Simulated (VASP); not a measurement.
Ni, 2 atoms in the cell. It takes space group Fd-3m (No. 227, cubic). The conventional cell has a = 4.907 Å, b = 4.907 Å, c = 4.907 Å, α = 90.00°, β = 90.00°, γ = 90.00°. Ni (site symmetry -43m) has 4 Ni at 2.12 Å within 2.8 Å. 

```yaml
Program: VASP 6.6.1
Task: relaxation of cell and atoms
Functional: r2SCAN
Potentials_or_basis: VASP PAW PBE potentials, release 64 (Ni)
Cutoff: 600 eV
k_mesh: 11 × 11 × 11
Occupations: fermi-dirac, width 0.1 eV
Spin: no spin polarisation
Dipole_correction: no
Further_INCAR_settings: ALGO = Normal; EDIFF = 1e-06; IBRION = 2; EDIFFG = -0.01; NSW = 80; ISIF = 3
```

Potentials or basis: VASP PAW PBE potentials, release 64 (Ni).

Launch:

```sh
$ cat potpaw_PBE.64/Ni/POTCAR > POTCAR
$ cp INCAR.step1 INCAR
$ mpirun -np 1 vasp_std > vasp.out
$ cp INCAR.step2 INCAR
$ mpirun -np 1 vasp_std > vasp.out
```

Hardware: 1 thread of Intel(R) Xeon(R) Platinum 8488C (Sapphire Rapids), with other jobs on the host.

Problem. Estimate the wall time of this run.

Solution. It took 3.4 min on 1 thread of Intel(R) Xeon(R) Platinum 8488C (Sapphire Rapids) (shared host), peak memory 0.17 GiB. Counts: k points 56, ion steps 3.
